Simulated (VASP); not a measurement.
A run of VASP 6.6.1:

INCAR

```
PREC = Accurate ; ENCUT = 520
EDIFF = 1E-8 ; ISMEAR = -1
SIGMA = 0.03 ; LREAL = False
LASPH = True ; NELM = 80
ALGO = Normal ; ISIF = 2
LWAVE = False ; LCHARG = False
GGA = PE ; LEFG = True
NBANDS = 26
```

Contents of KPOINTS:

```
Automatic mesh
0
Gamma
  8 8 5
```

File POSCAR:

```
ZnS
1.0
    3.8362379197      0.0000000000      0.0000000000
   -1.9181189598      3.3222794933      0.0000000000
    0.0000000000      0.0000000000      6.2752859714
Zn S
2 2
Direct
    0.3333333333      0.6666666667      0.0000000000
    0.6666666667      0.3333333333      0.5000000000
    0.3333333333      0.6666666667      0.3850000000
    0.6666666667      0.3333333333      0.8850000000
```

Potentials or basis: VASP PAW PBE potentials, release 64 (Zn, S).

Run with:

```console
$ cat potpaw_PBE.64/Zn/POTCAR potpaw_PBE.64/S/POTCAR > POTCAR
$ mpirun -np 1 vasp_std > vasp.out
```

Hardware: 1 thread of AMD EPYC 7R43 64-Core Processor (Zen 3), with other jobs on the host.

Estimate the wall time of this run.

Wall time 71 s on 1 thread of AMD EPYC 7R43 64-Core Processor (Zen 3), on a shared host, peak memory 0.18 GiB. Counts: scf iterations 17, k points 30.
